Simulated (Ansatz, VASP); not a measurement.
**KZnF3: VASP beside Ansatz**

Contents of INCAR:

```
PREC     = Accurate       # precision mode
ENCUT    = 520            # plane-wave cutoff, eV
EDIFF    = 1E-6           # SCF threshold, eV
ISMEAR   = 0              # smearing method
SIGMA    = 0.05           # smearing width, eV
LREAL    = F              # projectors in reciprocal space
LASPH    = T              # aspherical terms in the spheres
NELM     = 100            # most SCF steps
ALGO     = Normal         # electronic algorithm
ISIF     = 2              # what is computed and relaxed
LWAVE    = F              # write WAVECAR
LCHARG   = F              # write CHGCAR
GGA      = PE             # functional
NBANDS   = 29             # bands
```

The input KPOINTS:

```
regular mesh
0
Gamma
  6 6 6
```

File POSCAR:

```
KZnF3
1.0
    4.0500000000      0.0000000000      0.0000000000
    0.0000000000      4.0500000000      0.0000000000
    0.0000000000      0.0000000000      3.9487500000
K Zn F
1 1 3
Direct
    0.0000000000      0.0000000000      0.0000000000
    0.5000000000      0.5000000000      0.5000000000
    0.5000000000      0.5000000000      0.0000000000
    0.0000000000      0.5000000000      0.5000000000
    0.5000000000      0.0000000000      0.5000000000
```

Input for Ansatz:

```yaml
crystal:
  lattice:
    - [4.05, 0.0, 0.0]
    - [0.0, 4.05, 0.0]
    - [0.0, 0.0, 3.94875]
  atoms:
    - { symbol: K, position: [0.0, 0.0, 0.0] }
    - { symbol: Zn, position: [0.5, 0.5, 0.5] }
    - { symbol: F, position: [0.5, 0.5, 0.0] }
    - { symbol: F, position: [0.0, 0.5, 0.5] }
    - { symbol: F, position: [0.5, 0.0, 0.5] }
basis:
  ecutwfc: 420
kpoints:
  mp_grid: { grid: [6, 6, 6] }
hamiltonian:
  xc: pbe
scf:
  occupations: { method: gaussian, width: 0.05 }
output:
  forces: true
  stress: true
  eigenvalues: true
```

Change from the starting cell: strain +0.000 along x and y, -0.025 along z, atoms carried along.

Alike in both runs: task single point; functional PBE; k mesh 6 × 6 × 6; occupations gaussian, width 0.05 eV; no spin polarisation.

|  | VASP | Ansatz |
| --- | --- | --- |
| version | VASP 6.6.1 | Ansatz 0.2.0 |
| potentials or method | VASP PAW PBE potentials, release 64 (K_sv, Zn, F), cutoff 520 eV | scalar-relativistic, plane waves, PAW |
| valence electrons in the cell | 42 | 42 |

|  | VASP | Ansatz | Ansatz less VASP |
| --- | --- | --- | --- |
| gap on the k mesh at the Fermi level (eV) | 3.78 | 3.85 | +0.072 |
| least direct gap on the mesh (eV) | 5.86 | 5.90 | +0.041 |
| pressure (GPa) | 7.6 | 7.1 | -0.50 |
| traceless stress, the component that is largest in VASP (GPa) | 1.90 | 1.79 | -0.108 |
